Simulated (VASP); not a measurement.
TiAl2: relaxation of cell and atoms with r2SCAN

Crystal: TiAl2.

```
CELL_PARAMETERS angstrom
1.96169 -6.02383 0.00000
1.96169 6.02383 0.00000
0.00000 0.00000 3.98875
ATOMIC_POSITIONS crystal
Ti 0.65601 0.34399 0.00000
Ti 0.34399 0.65601 0.00000
Al 0.00000 0.00000 0.00000
Al 0.82670 0.17330 0.50000
Al 0.17330 0.82670 0.50000
Al 0.50000 0.50000 0.50000
```

```
Program                : VASP 6.6.1
Task                   : relaxation of cell and atoms
Functional             : r2SCAN
Potentials or basis    : VASP PAW PBE potentials, release 64 (Ti_sv, Al)
Cutoff                 : 600 eV
k mesh                 : 6 × 6 × 4
Occupations            : gaussian, width 0.1 eV
Spin                   : no spin polarisation
Dipole correction      : no
Further INCAR settings : ALGO = Normal; EDIFF = 1e-06; IBRION = 2; EDIFFG = -0.04; NSW = 90; ISIF = 3
```

* Relaxed volume: 15.75 Å³/atom
* Relaxed cell: a = 6.337 Å, b = 6.337 Å, c = 4.004 Å, α = 90.00°, β = 90.00°, γ = 144.01°
* Space group after relaxing (to 0.1 Å): Cmmm (No. 65)
* Energy gained by relaxing: 0.4 meV/atom
* Ionic steps: 3
* Pressure after relaxing: -0.2 GPa
* Largest force after relaxing: 0.026 eV/Å
* Band gap on the k mesh: zero (bands 18 and 19 overlap by 1.63 eV)

Forces in eV/Å, atoms in the order of the input:
```
Ti   0.000  0.006  0.000
Ti   0.000 -0.006  0.000
Al   0.000  0.000  0.000
Al   0.000 -0.026  0.000
Al   0.000  0.026  0.000
Al   0.000  0.000  0.000
```

Stress tensor (GPa, compression positive):
```
-0.16  0.00  0.00
 0.00 -0.33  0.00
 0.00  0.00 -0.25
```

Step by step:
```csv
step,energy change (eV),largest force (eV/Å),pressure (GPa),volume (Å³)
1,0.0000,0.1080,0.08,94.27
2,-0.0016,0.0514,-0.09,94.38
3,-0.0021,0.0265,-0.25,94.48
```

Final structure:
```xyz
6
Lattice="1.9578 -6.0269 0.0000 1.9578 6.0269 0.0000 0.0000 0.0000 4.0038" Properties=species:S:1:pos:R:3 pbc="T T T"
Ti    1.9578   -1.8909    0.0000
Ti    1.9578    1.8909    0.0000
Al    0.0000    0.0000    0.0000
Al    1.9578   -3.9450    2.0019
Al    1.9578    3.9450    2.0019
Al    1.9578    0.0000    2.0019
```

Levels at points of the mesh, in eV from the Fermi level:
```csv
k point,band 15,band 16,band 17,band 18,band 19,band 20,band 21,band 22
"(0.00, 0.00, 0.00)",-1.79,-0.87,-0.67,-0.45,0.38,0.54,0.80,1.07
"(0.50, 0.00, 0.00)",-1.82,-1.40,-1.03,-0.35,0.87,1.20,1.39,1.71
"(0.50, 0.50, 0.00)",-1.94,-1.37,-0.83,-0.68,0.23,1.19,1.21,1.27
"(0.00, 0.00, 0.50)",-1.67,-0.89,-0.29,-0.01,0.74,1.17,1.25,1.41
"(0.50, 0.00, 0.50)",-2.76,-1.94,-1.63,-1.22,-0.67,1.41,1.44,1.45
"(0.50, 0.50, 0.50)",-2.13,-0.96,0.10,0.96,1.06,1.49,1.64,1.76
```

It took 15 min on 1 thread of AMD EPYC 9R45 96-Core Processor (Zen 5) (shared host), peak memory 0.35 GiB.

Caveat: the k points lie up to 0.39 Å⁻¹ apart in the final cell, too coarse for converged energies and pressures of a metal; the PAW data sets were made with another functional, which shifts forces and pressure a little.
